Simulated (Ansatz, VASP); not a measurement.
## One calculation of Be, two programs

INCAR

```
PREC = Accurate
ENCUT = 520
EDIFF = 1E-6
ISMEAR = -1
SIGMA = 0.1
LREAL = False
LASPH = True
NELM = 60
ALGO = Normal
ISIF = 2
LWAVE = False
LCHARG = True
GGA = PE
LELF = True
LVHAR = True
NBANDS = 10
```

Contents of KPOINTS:

```
regular mesh
0
Gamma
  11 11 16
```

File POSCAR:

```
Be
1.0
    3.5702988949      0.0000000000      0.0000000000
   -1.7851494474      3.0919695421      0.0000000000
    0.0000000000      0.0000000000      2.1930554653
Be
3
Direct
    1.0000000000      1.0000000000      1.0000000000
    0.3333333333      0.6666666667      0.5000000000
    0.6666666667      0.3333333333      0.5000000000
```

Input for Ansatz:

```yaml
crystal:
  lattice:
    - [3.5702988949, 0.0, 0.0]
    - [-1.7851494474, 3.0919695421, 0.0]
    - [0.0, 0.0, 2.1930554653]
  atoms:
    - { symbol: Be, position: [1.0, 1.0, 1.0] }
    - { symbol: Be, position: [0.3333333333, 0.6666666667, 0.5] }
    - { symbol: Be, position: [0.6666666667, 0.3333333333, 0.5] }
hamiltonian:
  xc: pbe
  pseudopotentials:
    kind: paw
    azcp:
      Be: "pseudopotentials/Be.paw.azcp"
basis:
  ecutwfc: 420
  fft_grid_basis: typed
kpoints:
  mp_grid: { grid: [11, 11, 16], shift: [0, 0, 0] }
magnetization:
  spin_polarized: false
scf:
  occupations: { method: fermi_dirac, width: 0.1 }
  lower_state_search: "off"
output:
  stress: true
```

Alike in both runs: task single point; functional PBE; k mesh 11 × 11 × 16; occupations fermi-dirac, width 0.1 eV; no spin polarisation.

|  | VASP | Ansatz |
| --- | --- | --- |
| version | VASP 6.6.1 | Ansatz 0.2.0 |
| potentials or method | VASP PAW PBE potentials, release 64 (Be), cutoff 520 eV | plane waves (420 eV) with PAW, scalar-relativistic |
| valence electrons in the cell | 6 | 6 |

|  | VASP | Ansatz | Ansatz less VASP |
| --- | --- | --- | --- |
| pressure (GPa) | 0.2 | 0.0 | -0.12 |
| traceless stress, the component that is largest in VASP (GPa) | 0.42 | 0.46 | +0.031 |

With one functional, cell and mesh, what is left measures potentials, basis and numerics.
